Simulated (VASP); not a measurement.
Wanted: the native input for a VASP 6.6.1 run.

```
Task                   : single point
Functional             : r2SCAN
Potentials or basis    : VASP PAW PBE potentials, release 64 (Sb)
Cutoff                 : 520 eV
k mesh                 : 7 × 7 × 7
Occupations            : fermi-dirac, width 0.1 eV
Spin                   : no spin polarisation
Dipole correction      : no
Further INCAR settings : ALGO = Normal; EDIFF = 1e-06; NBANDS = 8
```

Sb:

```
Sb
1.0
     3.08860    0.00000    0.00000
     0.00000    3.08860    0.00000
     0.00000    0.00000    3.08860
Sb
1
Direct
  0.00000 0.00000 0.00000
```

One way to write it, as run:

POSCAR

```
Sb
1.0
    3.0885967493      0.0000000000      0.0000000000
    0.0000000000      3.0885967493      0.0000000000
    0.0000000000      0.0000000000      3.0885967493
Sb
1
Direct
    0.0000000000      0.0000000000      0.0000000000
```

INCAR.step1

```
PREC = Accurate ; ENCUT = 520
ISMEAR = -1 ; SIGMA = 0.1
LREAL = False ; LASPH = True
NELM = 100 ; NBANDS = 8
GGA = PE ; ALGO = Normal
EDIFF = 1E-4 ; LWAVE = True
LCHARG = False
```

INCAR.step2

```
PREC = Accurate ; ENCUT = 520
EDIFF = 1E-6 ; ISMEAR = -1
SIGMA = 0.1 ; LREAL = False
LASPH = True ; NELM = 100
ALGO = Normal ; ISIF = 2
LWAVE = False ; LCHARG = False
METAGGA = R2SCAN ; LMIXTAU = True
NBANDS = 8 ; ISTART = 1
```

KPOINTS

```
regular mesh
0
Gamma
  7 7 7
```

Potentials or basis: VASP PAW PBE potentials, release 64 (Sb).

Run with:

```sh
$ cat potpaw_PBE.64/Sb/POTCAR > POTCAR
$ cp INCAR.step1 INCAR
$ mpirun -np 1 vasp_std > vasp.out
$ cp INCAR.step2 INCAR
$ mpirun -np 1 vasp_std > vasp.out
```

It gave:

* Pressure: 0.0 GPa

Caveat: the PAW data sets were made with another functional, which shifts forces and pressure a little.

Wall time 17 s on 1 thread of Intel Xeon 8259CL, on a shared host, peak memory 0.14 GiB.
